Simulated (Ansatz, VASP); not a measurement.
One calculation of Mg5CdSe6, two programs

```
Mg Cd Se
1.0
     4.26547    0.00000    0.00000
    -2.13273    3.69400    0.00000
     0.00000    0.00000   20.86635
Mg Cd Se
5 1 6
Direct
  0.00000 0.00000 0.00130
  0.66667 0.33333 0.16639
  0.33333 0.66667 0.33151
  0.00000 0.00000 0.49636
  0.33333 0.66667 0.83607
  0.66667 0.33333 0.66816
  0.00000 0.00000 0.12574
  0.66667 0.33333 0.29084
  0.33333 0.66667 0.45597
  0.00000 0.00000 0.62072
  0.66667 0.33333 0.79632
  0.33333 0.66667 0.96062
```

Alike in both runs: functional PBE; k mesh 6 × 6 × 2; occupations gaussian, width 0.02 eV; no spin polarisation.

Ansatz relaxed the structure, and its values are those at the end. VASP's run is a single point on that final structure, the one shown.

|  | VASP | Ansatz |
| --- | --- | --- |
| version | VASP 6.6.1 | Ansatz 0.2.0 |
| potentials or method | VASP PAW PBE potentials, release 64 (Mg, Cd, Se), cutoff 520 eV | scalar-relativistic, plane waves, PAW |
| valence electrons in the cell | 58 | 166 |

Ansatz gave:

| Quantity | Value |
| --- | --- |
| gap on the k mesh at the Fermi level (eV) | 1.68 |
| least direct gap on the mesh (eV) | 1.68 |
| pressure (GPa) | 0.0 |
| rms of the force components (eV/Å) | 0.001 |

Question: Estimate VASP's values.

Answer: gap on the k mesh at the Fermi level (eV): 1.67; least direct gap on the mesh (eV): 1.67; pressure (GPa): 0.0; rms of the force components (eV/Å): 0.008.

VASP's potentials hold 58 valence electrons a cell and Ansatz's 166, so a difference there can come from the potentials and not from the codes.
